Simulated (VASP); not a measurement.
Wanted: the native input for a VASP 6.6.1 run.

```yaml
Task: single point
Functional: PBE
Potentials_or_basis: VASP PAW PBE potentials, release 64 (Pd, Pt)
Cutoff: 520 eV
k_mesh: 5 × 5 × 3
Occupations: gaussian, width 0.2 eV
Spin: no spin polarisation
Dipole_correction: no
Further_INCAR_settings: ALGO = Normal; EDIFF = 1e-06; NBANDS = 33
```

The structure of Pd4Pt lies in POSCAR:

```
Pd4Pt
1.0
    5.2822046662      0.0000000000      0.0000000000
   -2.6411023331      4.5745234289      0.0000000000
    0.0000000000      0.0000000000      4.8660183450
Pd Pt
4 1
Direct
    0.5000000000      0.0000000000      0.0000000000
    0.0000000000      0.5000000000      0.0000000000
    0.5000000000      0.5000000000      0.0000000000
    0.0000000000      0.0000000000      0.0000000000
    0.0000000000      0.0000000000      0.5000000000
```

The cell was built from a structure type or drawn by symmetry, and may not be a known phase.

These files were run (other wordings do the same):

INCAR

```
ALGO = Normal
EDIFF = 1E-6
ENCUT = 520
GGA = PE
ISIF = 2
ISMEAR = 0
LASPH = T
LCHARG = F
LREAL = F
LWAVE = F
NBANDS = 33
NELM = 60
PREC = Accurate
SIGMA = 0.2
```

KPOINTS

```
k-points
0
Gamma
  5 5 3
```

Potentials or basis: VASP PAW PBE potentials, release 64 (Pd, Pt).

Launch:

```sh
$ cat potpaw_PBE.64/Pd/POTCAR potpaw_PBE.64/Pt/POTCAR > POTCAR
$ mpirun -np 1 vasp_std > vasp.out
```

Results of the run:

```json
{
  "Pressure": "-0.2 GPa",
  "Band gap on the k mesh": "zero (bands 25 and 26 overlap by 0.80 eV)"
}
```

Caveat: the k points lie up to 0.43 Å⁻¹ apart, too coarse for converged energies and pressures of a metal; spin-orbit coupling is left out, which moves the levels of the heavy elements.

It took 76 s on 1 thread of Intel Xeon 8259CL (shared host), peak memory 0.24 GiB.
